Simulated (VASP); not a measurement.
# SiNi in VASP: notebook, part 2 of 3

VASP 6.6.1. The steps go on from the part before.

## Step 3: Single point, LDA, collinear spin, ferromagnetic start (11.52 Å³/atom)

This run uses another cell than the first one, of 11.52 Å³/atom.

Input file INCAR:

```
PREC = Accurate
ENCUT = 520
EDIFF = 1E-6
ISMEAR = -1
SIGMA = 0.05
LREAL = False
LASPH = True
NELM = 150
ALGO = Normal
ISIF = 2
LWAVE = False
LCHARG = False
ISPIN = 2
MAGMOM = 0 0 1.5 1.5
LORBIT = 11
LMAXMIX = 4
NBANDS = 26
```

Input file KPOINTS:

```
regular mesh
0
Gamma
  11 10 7
```

Input file POSCAR:

```
SiNi
1.0
    3.0164974495      0.0000000000      0.0000000000
    0.0000000000      3.2625517577      0.0000000000
    0.0000000000      0.0000000000      4.6820483107
Si Ni
2 2
Direct
    0.5000000000      0.5000000000      0.8423000000
    0.0000000000      0.0000000000      0.1577000000
    0.5000000000      0.5000000000      0.3442200000
    0.0000000000      0.0000000000      0.6557800000
```

Potentials or basis: VASP PAW LDA potentials, release 64 (Si, Ni).

Started as:

```sh
$ cat potpaw_LDA.64/Si/POTCAR potpaw_LDA.64/Ni/POTCAR > POTCAR
$ mpirun -np 1 vasp_std > vasp.out
```

OUTCAR:

```text
PREC = Accurate
   ENCUT = 520
   EDIFF = 1E-6
   ISMEAR = -1
   LREAL = False
   LASPH = True
   NELM = 150
   ISIF = 2
   ISPIN = 2
   LORBIT = 11

 ion  position               nearest neighbor table
   1  0.500  0.500  0.842-   3 2.33   3 2.35   4 2.39   4 2.39   4 2.39   4 2.39   2 2.67   2 2.67
                             2 2.67   2 2.67
   2  0.000  0.000  0.158-   4 2.33   4 2.35   3 2.39   3 2.39   3 2.39   3 2.39   1 2.67   1 2.67
                             1 2.67   1 2.67
   3  0.500  0.500  0.344-   1 2.33   1 2.35   2 2.39   2 2.39   2 2.39   2 2.39   4 2.66   4 2.66
                             4 2.66   4 2.66
   4  0.000  0.000  0.656-   2 2.33   2 2.35   1 2.39   1 2.39   1 2.39   1 2.39   3 2.66   3 2.66
                             3 2.66   3 2.66

  LATTYP: Found a simple orthorhombic cell.
 ALAT       =     3.0164974495
 B/A-ratio  =     1.0815695396
 C/A-ratio  =     1.5521472798

  Lattice vectors:

 A1 = (   3.0164974495,   0.0000000000,   0.0000000000)
 A2 = (   0.0000000000,   3.2625517577,   0.0000000000)
 A3 = (   0.0000000000,   0.0000000000,   4.6820483107)

Analysis of symmetry for initial positions (statically):
=====================================================================
 Subroutine PRICEL returns:
 Original cell was already a primitive cell.

 Routine SETGRP: Setting up the symmetry group for a
 simple orthorhombic supercell.

 Subroutine GETGRP returns: Found  8 space group operations
 (whereof  4 operations were pure point group operations)
 out of a pool of  8 trial point group operations.

The static configuration has the point symmetry C_2v.
 The point group associated with its full space group is D_2h.

Analysis of symmetry for dynamics (positions and initial velocities):
=====================================================================
 Subroutine PRICEL returns:
 Original cell was already a primitive cell.

 Routine SETGRP: Setting up the symmetry group for a
 simple orthorhombic supercell.

 Subroutine GETGRP returns: Found  8 space group operations
 (whereof  4 operations were pure point group operations)
 out of a pool of  8 trial point group operations.

The dynamic configuration has the point symmetry C_2v.
 The point group associated with its full space group is D_2h.

Analysis of structural, dynamic, and magnetic symmetry:
=====================================================================
 Subroutine PRICEL returns:
 Original cell was already a primitive cell.

 Routine SETGRP: Setting up the symmetry group for a
 simple orthorhombic supercell.

 Subroutine GETGRP returns: Found  8 space group operations
 (whereof  4 operations were pure point group operations)
 out of a pool of  8 trial point group operations.

The overall configuration has the point symmetry C_2v.
 The point group associated with its full space group is D_2h.

 Subroutine INISYM returns: Found  8 space group operations
 (whereof  4 operations are pure point group operations),
 and found     1 'primitive' translations

----------------------------------------------------------------------------------------

                                     Primitive cell

  volume of cell :      46.0783

[... 91 lines left out ...]
   NELM   =    150;   NELMIN=  2; NELMDL= -5     # of ELM steps
   EDIFF  = 0.1E-05   stopping-criterion for ELM
   LREAL  =      F    real-space projection
   EDIFFG = 0.1E-04   stopping-criterion for IOM
   NSW    =      0    number of steps for IOM
   IBRION =     -1    ionic relax: 0-MD 1-quasi-New 2-CG
   NFREE  =      0    steps in history (QN), initial steepest desc. (CG)
   ISIF   =      2    stress and relaxation
   ISYM   =      2    0-nonsym 1-usesym 2-fastsym
   POTIM  = 0.5000    time-step for ionic-motion
   TEBEG  =    0.0;   TEEND  =   0.0 temperature during run
   PSTRESS=    0.0 pullay stress
   NELECT =      28.0000    total number of electrons
   NUPDOWN=      -1.0000    fix difference up-down
   EMIN   =  10.00;   EMAX   =-10.00  energy-range for DOS
   EFERMI =   0.00;   METHOD = LEGACY
   ISMEAR =    -1;   SIGMA  =   0.05  broadening in eV -4-tet -1-fermi 0-gaus
   EFERMI_NEDOS =   21; number of points for ismear=-14 and -15
   IALGO  =     38    algorithm
   IMIX   =      4    mixing-type and parameters
     AMIX     =   0.40;   BMIX     =  1.00
     AMIX_MAG =   1.60;   BMIX_MAG =  1.00
  volume/ion in A,a.u.               =      11.52        77.74
  Fermi-wavevector in a.u.,A,eV,Ry     =   1.386635  2.620360 26.160684  1.922756
  Thomas-Fermi vector in A             =   2.510932
   LORBIT       =     11    0 simple, 1 ext, 2 COOP (PROOUT), +10 PAW based schemes
   GGA     = CA    functional components
   LHFCALC =     F    Hartree Fock is set to
   AEXX    =    0.0000 exact exchange contribution
   IVDW    =     0    specifies the selected vdW correction
   LEPSILON=     F    determine dielectric tensor
   LRPA    =     F    only Hartree local field effects (RPA)
 spin polarized calculation
  energy-cutoff  :      520.00
  volume of cell :       46.08
 maximum number of plane-waves:      1262
 NGX is ok and might be reduce to    24
   NGX = 11   NGY = 13   NGZ = 17

 number of electron      28.0000009 magnetization      -0.0001710

 number of electron      28.0000009 magnetization       0.0000322

 Free energy of the ion-electron system (eV)
  ---------------------------------------------------
  ext. energy  EPLUGINS =         0.00000000
  ---------------------------------------------------
  free energy    TOTEN  =       -27.26428818 eV

  energy without entropy =      -27.25306405  energy(sigma->0) =      -27.25867612

 E-fermi :  11.2399     XC(G=0): -12.7056

 val. band max:       11.2399319618   @ k =   0.3636   0.3000   0.4286
 cond. band min:      11.2554350882   @ k =   0.0909   0.2000   0.4286
 fundamental gap:      0.0155031264
 Fermi energy:        11.2399463855

 spin component 1

 k-point     1 :       0.0000    0.0000    0.0000
  band No.  band energies     occupation
      1      -2.5779      1.00000
      2       3.1676      1.00000
      3       4.8123      1.00000
      4       7.0933      1.00000
      5       7.6801      1.00000
      6       8.2292      1.00000
[... 685 lines left out ...]
     25      27.1490      0.00000
     26      27.7633      0.00000

 [... further k-points ...]

 spin component 2

 k-point     1 :       0.0000    0.0000    0.0000
  band No.  band energies     occupation
      1      -2.5779      1.00000
      2       3.1677      1.00000
      3       4.8123      1.00000
      4       7.0933      1.00000
      5       7.6801      1.00000
      6       8.2293      1.00000
[... 685 lines left out ...]
     25      27.1490      0.00000
     26      27.7633      0.00000

 [... further k-points ...]

------------------------ aborting loop because EDIFF is reached ----------------------------------------

  FORCE on cell =-STRESS in cart. coord.  units (eV):
  Direction    XX          YY          ZZ          XY          YZ          ZX
  --------------------------------------------------------------------------------------
  -------------------------------------------------------------------------------------
  Total       -2.1049153     -2.2680120     -2.3968787      0.0000000      0.0000000      0.0000000
  in kB      -73.1895286    -78.8605266    -83.3413185      0.0000000      0.0000000      0.0000000
  external PRESSURE =     -78.4637912 kB  Pullay stress =       0.0000000 kB

 VOLUME and BASIS-vectors are now :
 -----------------------------------------------------------------------------
  energy-cutoff  :      520.00
  volume of cell :       46.08
      direct lattice vectors                 reciprocal lattice vectors
     3.016497450  0.000000000  0.000000000     0.331510308  0.000000000  0.000000000
     0.000000000  3.262551758  0.000000000     0.000000000  0.306508547  0.000000000
     0.000000000  0.000000000  4.682048311     0.000000000  0.000000000  0.213581735

 POSITION                                       TOTAL-FORCE (eV/Angst)
 -----------------------------------------------------------------------------------
      1.50825      1.63128      3.94369         0.000000      0.000000     -0.148729
      0.00000      0.00000      0.73836         0.000000      0.000000      0.148729
      1.50825      1.63128      1.61165         0.000000      0.000000     -0.142719
      0.00000      0.00000      3.07039         0.000000      0.000000      0.142719
 -----------------------------------------------------------------------------------
    total drift:                                0.000000      0.000000      0.000000

  FREE ENERGIE OF THE ION-ELECTRON SYSTEM (eV)
  ---------------------------------------------------
  free  energy   TOTEN  =       -27.2642881831 eV

  energy  without entropy=      -27.2530640549  energy(sigma->0) =      -27.25867612

 total charge

# of ion       s       p       d       tot
------------------------------------------
    1        0.756   0.862   0.000   1.618
    2        0.756   0.862   0.000   1.618
    3        0.483   0.609   8.485   9.577
    4        0.483   0.609   8.485   9.577
--------------------------------------------------
tot          2.477   2.942  16.971  22.390

 magnetization (x)

# of ion       s       p       d       tot
------------------------------------------
    1        0.000   0.000   0.000   0.000
    2        0.000   0.000   0.000   0.000
    3        0.000   0.000   0.000   0.000
    4        0.000   0.000   0.000   0.000
--------------------------------------------------
tot          0.000   0.000   0.000   0.000
```

stdout:

```text
POSCAR found type information on POSCAR SiNi
 POSCAR found :  2 types and       4 ions
 scaLAPACK will be used
 LDA part: xc-table for (Slater(with rela. corr.)+CA(PZ))
 , standard interpolation
 POSCAR, INCAR and KPOINTS ok, starting setup
 FFT: planning ... GRIDC
 FFT: planning ... GRID_SOFT
 FFT: planning ... GRID
 WAVECAR not read
 entering main loop
```

Wall time 92 s (1 thread of Intel Xeon 6975P-C (Granite Rapids), shared host); peak memory 0.33 GiB.

Results:

```
Free energy                                           : -27.2643 eV
Pressure                                              : -7.8 GPa
Largest force                                         : 0.149 eV/Å
Band gap on the k mesh                                : zero (filled and empty bands overlap)
Net moment                                            : 0.00 μB per cell
Valence electrons inside the program's atomic spheres : Si 1.62; Ni 9.58
```

Forces on the atoms (eV/Å):
```
Si   0.000  0.000 -0.149
Si   0.000  0.000  0.149
Ni   0.000  0.000 -0.143
Ni   0.000  0.000  0.143
```

Levels at points of the mesh, in eV from the Fermi level:
Spin up:
| k point | band 11 | band 12 | band 13 | band 14 | band 15 | band 16 | band 17 | band 18 |
| --- | --- | --- | --- | --- | --- | --- | --- | --- |
| (0.00, 0.00, 0.00) | -2.34 | -2.00 | -1.95 | -1.04 | 0.80 | 3.01 | 5.19 | 5.40 |
| (0.00, 0.50, 0.00) | -2.24 | -2.24 | -2.06 | -2.06 | 1.28 | 1.28 | 4.62 | 4.62 |
Spin down:
| k point | band 12 | band 13 | band 14 | band 15 | band 16 | band 17 |
| --- | --- | --- | --- | --- | --- | --- |
| (0.00, 0.00, 0.00) | -2.00 | -1.95 | -1.04 | 0.80 | 3.01 | 5.19 |
| (0.00, 0.50, 0.00) | -2.24 | -2.06 | -2.06 | 1.28 | 1.28 | 4.62 |

Caveat: the cell stands under tension.

## Step 4: Single point, LDA, collinear spin, ferromagnetic start (10.94 Å³/atom)

This run uses another cell than the first one, of 10.94 Å³/atom.

Input file INCAR:

```
SYSTEM = SiNi
PREC = Accurate ; ENCUT = 600
EDIFF = 1E-6 ; ISMEAR = -1
SIGMA = 0.05 ; LREAL = .False.
LASPH = .True. ; NELM = 200
ALGO = Normal ; ISIF = 2
LWAVE = .False. ; LCHARG = .False.
ISPIN = 2 ; MAGMOM = 0 0 1.5 1.5
LORBIT = 11 ; LMAXMIX = 4
GGA = CA ; NBANDS = 26
GGA_COMPAT = .False.
```

Input file KPOINTS:

```
Automatic mesh
0
Gamma
  11 10 7
  0 0 0
```

Input file POSCAR:

```
SiNi
1.0
    2.9648349084      0.0000000000      0.0000000000
    0.0000000000      3.2066751269      0.0000000000
    0.0000000000      0.0000000000      4.6018604381
Si Ni
2 2
Direct
    0.5000000000      0.5000000000      0.8423000000
    0.0000000000      0.0000000000      0.1577000000
    0.5000000000      0.5000000000      0.3442200000
    0.0000000000      0.0000000000      0.6557800000
```

Started as:

```sh
$ cat potpaw_LDA.64/Si/POTCAR potpaw_LDA.64/Ni/POTCAR > POTCAR
$ mpirun -np 1 vasp_std > vasp.out
```

Wall time 4.2 min (1 thread of Intel Xeon Platinum 8259CL at 2.50GHz (Skylake/Cascade Lake), shared host); peak memory 0.37 GiB.

Results (log left out):

```
Free energy                                           : -27.3071 eV
Pressure                                              : 2.4 GPa
Largest force                                         : 0.034 eV/Å
Band gap on the k mesh                                : zero (filled and empty bands overlap)
Net moment                                            : 0.00 μB per cell
Valence electrons inside the program's atomic spheres : Si 1.65; Ni 9.69
```

Forces on the atoms (eV/Å):
```
Si   0.000  0.000 -0.034
Si   0.000  0.000  0.034
Ni   0.000  0.000 -0.014
Ni   0.000  0.000  0.014
```

Stress tensor (GPa, compression positive):
```
1.25 0.00 0.00
0.00 1.77 0.00
0.00 0.00 4.12
```

Levels at points of the mesh, in eV from the Fermi level:
Spin up:
| k point | band 10 | band 11 | band 12 | band 13 | band 14 | band 15 | band 16 | band 17 | band 18 | band 19 |
| --- | --- | --- | --- | --- | --- | --- | --- | --- | --- | --- |
| (0.00, 0.00, 0.00) | -2.80 | -2.52 | -2.15 | -2.10 | -1.12 | 0.81 | 3.25 | 5.32 | 5.65 | 7.16 |
| (0.00, 0.50, 0.00) | -2.86 | -2.42 | -2.42 | -2.21 | -2.21 | 1.39 | 1.39 | 4.81 | 4.81 | 7.78 |
Spin down:
```csv
k point,band 10,band 11,band 12,band 13,band 14,band 15,band 16,band 17,band 18,band 19
"(0.00, 0.00, 0.00)",-2.80,-2.52,-2.15,-2.10,-1.12,0.81,3.25,5.32,5.65,7.16
"(0.00, 0.50, 0.00)",-2.86,-2.42,-2.42,-2.21,-2.21,1.39,1.39,4.81,4.81,7.78
```

(Part 2 of 3 ends here.)
